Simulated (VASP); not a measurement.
# MnCrC4N4 (P-43m) in VASP: a series of runs

The runs below take MnCrC4N4 through single point, with PBE.

Everything below comes from runs of VASP 6.6.1. Logs are shortened: lines on timing, memory, paths and dates and some standing lists are left out, and cuts for length are marked.

### 1 The cell of the first run

Symmetry: P-43m, No. 215, cubic system. The conventional cell has a = 5.933 Å, b = 5.933 Å, c = 5.933 Å, α = 90.00°, β = 90.00°, γ = 90.00°. Mn (site symmetry -43m) has 4 N at 2.03 Å within 2.7 Å. Within 2.6 Å of Cr (site symmetry -43m) lie 4 C at 1.94 Å. C (site symmetry 3m) has 1 N at 1.17 Å within 1.6 Å. N (site symmetry 3m) has 1 C at 1.17 Å within 1.6 Å.

### 2 Single point, PBE, collinear spin, ferromagnetic start

Contents of INCAR:

```
SYSTEM = MnCrC4N4
ALGO     = Normal         ! electronic algorithm
EDIFF    = 1E-6           ! SCF threshold, eV
ENCUT    = 520            ! plane-wave cutoff, eV
GGA      = PE             ! functional
ISIF     = 2              ! what is computed and relaxed
ISMEAR   = 0              ! smearing method
ISPIN    = 2              ! spin polarisation
LASPH    = .True.         ! aspherical terms in the spheres
LCHARG   = .True.         ! write CHGCAR
LELF     = .True.         ! ELF
LMAXMIX  = 4              ! l up to which the mixer works
LORBIT   = 11             ! projections on sites
LREAL    = .False.        ! projectors in reciprocal space
LVHAR    = .True.       
LWAVE    = .False.        ! write WAVECAR
MAGMOM   = -4 -3 0 0 0 0 0 0 0 0 ! initial moments
NBANDS   = 46             ! bands
NELM     = 150            ! most SCF steps
PREC     = Accurate       ! precision mode
SIGMA    = 0.1            ! smearing width, eV
```

Contents of KPOINTS:

```
k-points
0
Gamma
  4 4 4
  0 0 0
```

Contents of POSCAR:

```
MnCrC4N4
1.0
    5.9328513700      0.0000000000      0.0000000000
    0.0000000000      5.9328513700      0.0000000000
    0.0000000000      0.0000000000      5.9328513700
Mn Cr C N
1 1 4 4
Direct
    0.5000000000      0.5000000000      0.5000000000
    0.0000000000      0.0000000000      0.0000000000
    0.1885947800      0.1885947800      0.1885947800
    0.1885947800      0.8114052200      0.8114052200
    0.8114052200      0.1885947800      0.8114052200
    0.8114052200      0.8114052200      0.1885947800
    0.3024523200      0.3024523200      0.3024523200
    0.3024523200      0.6975476800      0.6975476800
    0.6975476800      0.3024523200      0.6975476800
    0.6975476800      0.6975476800      0.3024523200
```

Potentials or basis: VASP PAW PBE potentials, release 64 (Mn_pv, Cr_pv, C, N).

Command:

```
> cat potpaw_PBE.64/Mn_pv/POTCAR potpaw_PBE.64/Cr_pv/POTCAR potpaw_PBE.64/C/POTCAR potpaw_PBE.64/N/POTCAR > POTCAR
> mpirun -np 1 vasp_std > vasp.out
```

OUTCAR:

```text
SYSTEM = MnCrC4N4
   EDIFF = 1E-6
   ENCUT = 520
   GGA = PE
   ISIF = 2
   ISMEAR = 0
   ISPIN = 2
   LASPH = .True.
   LORBIT = 11
   LREAL = .False.
   NELM = 150
   PREC = Accurate

 ion  position               nearest neighbor table
   1  0.500  0.500  0.500-   7 2.03   8 2.03   9 2.03  10 2.03
   2  0.000  0.000  0.000-   3 1.94   4 1.94   5 1.94   6 1.94
   3  0.189  0.189  0.189-   7 1.17   2 1.94
   4  0.189  0.811  0.811-   8 1.17   2 1.94
   5  0.811  0.189  0.811-   9 1.17   2 1.94
   6  0.811  0.811  0.189-  10 1.17   2 1.94
   7  0.302  0.302  0.302-   3 1.17   1 2.03
   8  0.302  0.698  0.698-   4 1.17   1 2.03
   9  0.698  0.302  0.698-   5 1.17   1 2.03
  10  0.698  0.698  0.302-   6 1.17   1 2.03

  LATTYP: Found a simple cubic cell.
 ALAT       =     5.9328513700

  Lattice vectors:

 A1 = (   5.9328513700,   0.0000000000,   0.0000000000)
 A2 = (   0.0000000000,   5.9328513700,   0.0000000000)
 A3 = (   0.0000000000,   0.0000000000,   5.9328513700)

Analysis of symmetry for initial positions (statically):
=====================================================================
 Subroutine PRICEL returns:
 Original cell was already a primitive cell.

 Routine SETGRP: Setting up the symmetry group for a
 simple cubic supercell.

 Subroutine GETGRP returns: Found 24 space group operations
 (whereof 24 operations were pure point group operations)
 out of a pool of 48 trial point group operations.

The static configuration has the point symmetry T_d .

Analysis of symmetry for dynamics (positions and initial velocities):
=====================================================================
 Subroutine PRICEL returns:
 Original cell was already a primitive cell.

 Routine SETGRP: Setting up the symmetry group for a
 simple cubic supercell.

 Subroutine GETGRP returns: Found 24 space group operations
 (whereof 24 operations were pure point group operations)
 out of a pool of 48 trial point group operations.

The dynamic configuration has the point symmetry T_d .

Analysis of structural, dynamic, and magnetic symmetry:
=====================================================================
 Subroutine PRICEL returns:
 Original cell was already a primitive cell.

 Routine SETGRP: Setting up the symmetry group for a
 simple cubic supercell.

 Subroutine GETGRP returns: Found 24 space group operations
 (whereof 24 operations were pure point group operations)
 out of a pool of 48 trial point group operations.

The overall configuration has the point symmetry T_d .

 Subroutine INISYM returns: Found 24 space group operations
 (whereof 24 operations are pure point group operations),
 and found     1 'primitive' translations

----------------------------------------------------------------------------------------

                                     Primitive cell

  volume of cell :     208.8288

  direct lattice vectors                    reciprocal lattice vectors
     5.932851370  0.000000000  0.000000000     0.168553017  0.000000000  0.000000000
     0.000000000  5.932851370  0.000000000     0.000000000  0.168553017  0.000000000
     0.000000000  0.000000000  5.932851370     0.000000000  0.000000000  0.168553017

  length of vectors
     5.932851370  5.932851370  5.932851370     0.168553017  0.168553017  0.168553017

  position of ions in fractional coordinates (direct lattice)
     0.500000000  0.500000000  0.500000000
     0.000000000  0.000000000  0.000000000
     0.188594780  0.188594780  0.188594780
     0.188594780  0.811405220  0.811405220
     0.811405220  0.188594780  0.811405220
     0.811405220  0.811405220  0.188594780
     0.302452320  0.302452320  0.302452320
     0.302452320  0.697547680  0.697547680
     0.697547680  0.302452320  0.697547680
     0.697547680  0.697547680  0.302452320

  ion indices of the primitive-cell ions
   primitive index   ion index
                 1           1
                 2           2
                 3           3
                 4           4
                 5           5
                 6           6
                 7           7
[... 49 lines left out ...]
   NGXF,Y,Z  is equivalent  to a cutoff of  26.90, 26.90, 26.90 a.u.
 SYSTEM =  MnCrC4N4
   PREC   = accura    normal or accurate (medium, high low for compatibility)
   ISTART =      0    job   : 0-new  1-cont  2-samecut
   ICHARG =      2    charge: 1-file 2-atom 10-const
   ISPIN  =      2    spin polarized calculation?
   LNONCOLLINEAR =      F non collinear calculations
   LSORBIT =      F    spin-orbit coupling
   LASPH  =      T    aspherical Exc in radial PAW
   ENCUT  =  520.0 eV  38.22 Ry    6.18 a.u.  11.03 11.03 11.03*2*pi/ulx,y,z
   NELM   =    150;   NELMIN=  2; NELMDL= -5     # of ELM steps
   EDIFF  = 0.1E-05   stopping-criterion for ELM
   LREAL  =      F    real-space projection
   EDIFFG = 0.1E-04   stopping-criterion for IOM
   NSW    =      0    number of steps for IOM
   IBRION =     -1    ionic relax: 0-MD 1-quasi-New 2-CG
   NFREE  =      0    steps in history (QN), initial steepest desc. (CG)
   ISIF   =      2    stress and relaxation
   ISYM   =      2    0-nonsym 1-usesym 2-fastsym
   POTIM  = 0.5000    time-step for ionic-motion
   TEBEG  =    0.0;   TEEND  =   0.0 temperature during run
   PSTRESS=    0.0 pullay stress
   NELECT =      61.0000    total number of electrons
   NUPDOWN=      -1.0000    fix difference up-down
   EMIN   =  10.00;   EMAX   =-10.00  energy-range for DOS
   EFERMI =   0.00;   METHOD = LEGACY
   ISMEAR =     0;   SIGMA  =   0.10  broadening in eV -4-tet -1-fermi 0-gaus
   EFERMI_NEDOS =   21; number of points for ismear=-14 and -15
   IALGO  =     38    algorithm
   IMIX   =      4    mixing-type and parameters
     AMIX     =   0.40;   BMIX     =  1.00
     AMIX_MAG =   1.60;   BMIX_MAG =  1.00
  volume/ion in A,a.u.               =      20.88       140.92
  Fermi-wavevector in a.u.,A,eV,Ry     =   1.086229  2.052675 16.053418  1.179893
  Thomas-Fermi vector in A             =   2.222361
   LORBIT       =     11    0 simple, 1 ext, 2 COOP (PROOUT), +10 PAW based schemes
   GGA     = PE    functional components
   LHFCALC =     F    Hartree Fock is set to
   AEXX    =    0.0000 exact exchange contribution
   IVDW    =     0    specifies the selected vdW correction
   LEPSILON=     F    determine dielectric tensor
   LRPA    =     F    only Hartree local field effects (RPA)
 spin polarized calculation
 Gauss-broadening in eV      SIGMA  =   0.10
  energy-cutoff  :      520.00
  volume of cell :      208.83
 maximum number of plane-waves:      5656
 NGX is ok and might be reduce to    48
   NGX = 23   NGY = 23   NGZ = 23

 number of electron      61.0000019 magnetization      -0.6151791

 Free energy of the ion-electron system (eV)
  ---------------------------------------------------
  ext. energy  EPLUGINS =         0.00000000
  ---------------------------------------------------
  free energy    TOTEN  =       -82.61585390 eV

  energy without entropy =      -82.56369951  energy(sigma->0) =      -82.58977670

 E-fermi :  -0.4545     XC(G=0):  -7.1469

 val. band max:       -0.4590950975   @ k =   0.2500   0.2500   0.0000
 cond. band min:      -0.4265182338   @ k =   0.5000   0.5000   0.0000
 fundamental gap:      0.0325768637
 Fermi energy:        -0.4544954372

 spin component 1

 k-point     1 :       0.0000    0.0000    0.0000
  band No.  band energies     occupation
      1     -48.7235      1.00000
      2     -48.7235      1.00000
      3     -48.7234      1.00000
      4     -43.4158      1.00000
      5     -43.4158      1.00000
      6     -43.4158      1.00000
[... 439 lines left out ...]
     41       4.4038      0.00000
     42       4.4038      0.00000
 Fermi energy:        -0.4544954372

 spin component 2

 k-point     1 :       0.0000    0.0000    0.0000
  band No.  band energies     occupation
      1     -48.8473      1.00000
      2     -48.8472      1.00000
      3     -48.8472      1.00000
      4     -43.8900      1.00000
      5     -43.8900      1.00000
      6     -43.8900      1.00000
[... 439 lines left out ...]
     41       4.4149      0.00000
     42       4.4149      0.00000
 [bands above 42 left out]

------------------------ aborting loop because EDIFF is reached ----------------------------------------

  FORCE on cell =-STRESS in cart. coord.  units (eV):
  Direction    XX          YY          ZZ          XY          YZ          ZX
  --------------------------------------------------------------------------------------
  -------------------------------------------------------------------------------------
  Total       -4.7088143     -4.7088143     -4.7088143      0.0000000     -0.0000000      0.0000000
  in kB      -36.1269867    -36.1269867    -36.1269867      0.0000000     -0.0000000      0.0000000
  external PRESSURE =     -36.1269867 kB  Pullay stress =       0.0000000 kB

 VOLUME and BASIS-vectors are now :
 -----------------------------------------------------------------------------
  energy-cutoff  :      520.00
  volume of cell :      208.83
      direct lattice vectors                 reciprocal lattice vectors
     5.932851370  0.000000000  0.000000000     0.168553017  0.000000000  0.000000000
     0.000000000  5.932851370  0.000000000     0.000000000  0.168553017  0.000000000
     0.000000000  0.000000000  5.932851370     0.000000000  0.000000000  0.168553017

 POSITION                                       TOTAL-FORCE (eV/Angst)
 -----------------------------------------------------------------------------------
      2.96643      2.96643      2.96643        -0.000000      0.000000      0.000000
      0.00000      0.00000      0.00000        -0.000000      0.000000     -0.000000
      1.11890      1.11890      1.11890        -1.300169     -1.300169     -1.300169
      1.11890      4.81395      4.81395        -1.300169      1.300169      1.300169
      4.81395      1.11890      4.81395         1.300169     -1.300169      1.300169
      4.81395      4.81395      1.11890         1.300169      1.300169     -1.300169
      1.79440      1.79440      1.79440         2.229289      2.229289      2.229289
      1.79440      4.13845      4.13845         2.229289     -2.229289     -2.229289
      4.13845      1.79440      4.13845        -2.229289      2.229289     -2.229289
      4.13845      4.13845      1.79440        -2.229289     -2.229289      2.229289
 -----------------------------------------------------------------------------------
    total drift:                               -0.000000     -0.000000     -0.000000

  FREE ENERGIE OF THE ION-ELECTRON SYSTEM (eV)
  ---------------------------------------------------
  free  energy   TOTEN  =       -82.6158538951 eV

  energy  without entropy=      -82.5636995080  energy(sigma->0) =      -82.58977670

 total charge

# of ion       s       p       d       tot
------------------------------------------
    1        0.241   6.235   4.967  11.442
    2        0.394   6.371   4.224  10.990
    3        0.959   1.650   0.000   2.609
    4        0.959   1.650   0.000   2.609
    5        0.959   1.650   0.000   2.609
    6        0.959   1.650   0.000   2.609
    7        1.296   2.571   0.000   3.868
    8        1.296   2.571   0.000   3.868
    9        1.296   2.571   0.000   3.868
   10        1.296   2.571   0.000   3.868
--------------------------------------------------
tot          9.655  29.491   9.191  48.338

 magnetization (x)

# of ion       s       p       d       tot
------------------------------------------
    1       -0.000   0.002  -0.121  -0.119
    2       -0.004  -0.005  -0.469  -0.478
    3        0.003   0.012   0.000   0.014
    4        0.003   0.012   0.000   0.014
    5        0.003   0.012   0.000   0.014
    6        0.003   0.012   0.000   0.014
    7       -0.000  -0.014   0.000  -0.014
    8       -0.000  -0.014   0.000  -0.014
    9       -0.000  -0.014   0.000  -0.014
   10       -0.000  -0.014   0.000  -0.014
--------------------------------------------------
tot          0.005  -0.013  -0.590  -0.598
```

Run time: 4.6 min. Hardware: 1 thread of Intel Xeon Platinum 8488C (Sapphire Rapids), shared host; peak memory 0.48 GiB.

Results:

```
Free energy                                           : -82.6159 eV
Pressure                                              : -3.6 GPa
Largest force                                         : 3.861 eV/Å
Net moment                                            : -0.62 μB per cell
Site moments                                          : Mn -0.12; Cr -0.48; C +0.01; N -0.01 μB
Valence electrons inside the program's atomic spheres : Mn 11.44; Cr 10.99; C 2.61; N 3.87
```

Forces in eV/Å, atoms in the order of the input:
```
Mn   0.000  0.000  0.000
Cr   0.000  0.000  0.000
C   -1.300 -1.300 -1.300
C   -1.300  1.300  1.300
C    1.300 -1.300  1.300
C    1.300  1.300 -1.300
N    2.229  2.229  2.229
N    2.229 -2.229 -2.229
N   -2.229  2.229 -2.229
N   -2.229 -2.229  2.229
```

Levels at points of the mesh, in eV from the Fermi level:
Spin up:
```tsv
k point	band 28	band 29	band 30	band 31	band 32	band 33
(0.00, 0.00, 0.00)	-0.96	-0.08	-0.08	-0.08	0.30	0.30
(0.50, 0.00, 0.00)	-0.58	-0.40	-0.18	-0.03	-0.03	0.55
(0.50, 0.50, 0.00)	-0.58	-0.41	-0.20	0.10	0.10	0.56
(0.50, 0.50, 0.50)	-0.96	0.11	0.11	0.11	0.31	0.31
```
Spin down:
| k point | band 26 | band 27 | band 28 | band 29 | band 30 | band 31 | band 32 | band 33 | band 34 | band 35 |
| --- | --- | --- | --- | --- | --- | --- | --- | --- | --- | --- |
| (0.00, 0.00, 0.00) | -4.01 | -1.26 | -1.26 | -0.13 | -0.13 | -0.13 | -0.07 | -0.07 | 0.68 | 0.68 |
| (0.50, 0.00, 0.00) | -4.12 | -0.95 | -0.87 | -0.64 | -0.58 | -0.11 | -0.11 | 0.41 | 0.75 | 0.91 |
| (0.50, 0.50, 0.00) | -4.11 | -0.93 | -0.82 | -0.66 | -0.58 | 0.03 | 0.03 | 0.41 | 0.81 | 0.81 |
| (0.50, 0.50, 0.50) | -3.89 | -1.26 | -1.26 | -0.05 | -0.05 | 0.06 | 0.06 | 0.06 | 0.68 | 0.68 |

Caveat: the cell stands under tension; forces of over 1 eV/Å act on the atoms, so gaps and moduli don't describe the material at rest. With open d or f shells a metallic result of PBE can be an artefact of self-interaction; +U or a hybrid may open a gap.

[end of part 1 of 2]
